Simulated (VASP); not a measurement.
BiSb3O2:

```
Sb Bi O
1.0
     6.42658    0.00000    0.00000
    -3.21329    5.56558    0.00000
     0.00000    0.00000    3.53250
Sb Bi O
3 1 2
Direct
  0.00000 0.50000 0.00000
  0.50000 0.50000 0.00000
  0.50000 0.00000 0.00000
  0.00000 0.00000 0.50000
  0.66667 0.33333 0.50000
  0.33333 0.66667 0.50000
```

| Property | Result |
| --- | --- |
| Program | VASP 6.6.1 |
| Task | relaxation of cell and atoms |
| Functional | PBE |
| Potentials or basis | VASP PAW PBE potentials, release 64 (Sb, Bi_d, O) |
| Cutoff | 600 eV |
| k mesh | 6 × 6 × 10 |
| Occupations | gaussian, width 0.1 eV |
| Spin | no spin polarisation |

At the start: pressure -1.2 GPa; volume 21.06 Å³/atom.

Problem. How do energy, volume and symmetry change on relaxing?

Solution. Over 8 steps the energy falls by 4.3 meV/atom and the volume is 20.81 Å³/atom (-1.2 %); space group P6/mmm (No. 191, to 0.05 Å).

Step by step:
```tsv
step	energy change (eV)	largest force (eV/Å)	pressure (GPa)	volume (Å³)
1	0.0000	0.0000	-1.19	126.35
2	-0.0168	0.0000	0.76	123.50
3	-0.0171	0.0000	0.52	123.81
4	-0.0236	0.0000	0.28	124.32
5	-0.0255	0.0000	0.07	124.80
6	-0.0255	0.0000	0.08	124.77
7	-0.0256	0.0000	-0.06	124.98
8	-0.0256	0.0000	-0.02	124.89
```

Final structure:
```
Sb Bi O
1.0
     6.47289    0.00000    0.00000
    -3.23645    5.60569    0.00000
     0.00000    0.00000    3.44190
Sb Bi O
3 1 2
Direct
  0.00000 0.50000 0.00000
  0.50000 0.50000 0.00000
  0.50000 0.00000 0.00000
  0.00000 0.00000 0.50000
  0.66667 0.33333 0.50000
  0.33333 0.66667 0.50000
```
